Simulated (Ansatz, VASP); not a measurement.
## One calculation of Al3Cu2, two programs

```
Al Cu
1.0
     4.04727    0.00740    0.02004
    -2.01722    3.48311   -0.01205
     0.02445   -0.00286    4.98070
Al Cu
3 2
Direct
  0.99914 0.99770 0.99621
  0.32394 0.61520 0.32464
  0.63611 0.32164 0.65240
  0.29369 0.65587 0.85498
  0.64885 0.29109 0.12956
```

Change from the starting cell: kmesh displaced: [1, 1, 1] Gamma-centred.

Alike in both runs: task single point; functional PBEsol; k mesh 1 × 1 × 1; occupations gaussian, width 0.1 eV; no spin polarisation.

```csv
,VASP,Ansatz
version,VASP 6.6.1,Ansatz 0.2.0
potentials or method,"VASP PAW PBE potentials, release 64 (Al, Cu), cutoff 520 eV","scalar-relativistic, plane waves, PAW"
valence electrons in the cell,31,47
```

```tsv
	VASP	Ansatz	Ansatz less VASP
pressure (GPa)	16.1	15.6	-0.51
traceless stress, the component that is largest in VASP (GPa)	-14.36	-14.45	-0.090
rms of the force components (eV/Å)	0.912	0.920	+0.0083
```

VASP's potentials were made for PBE, not for PBEsol. Atom by atom the forces differ by 0.031 eV/Å (rms over components). With one functional, cell and mesh, what is left measures potentials, basis and numerics. VASP's potentials hold 31 valence electrons a cell and Ansatz's 47, so a difference there can come from the potentials and not from the codes.

The k mesh is coarse, so the values compare programs but aren't converged.
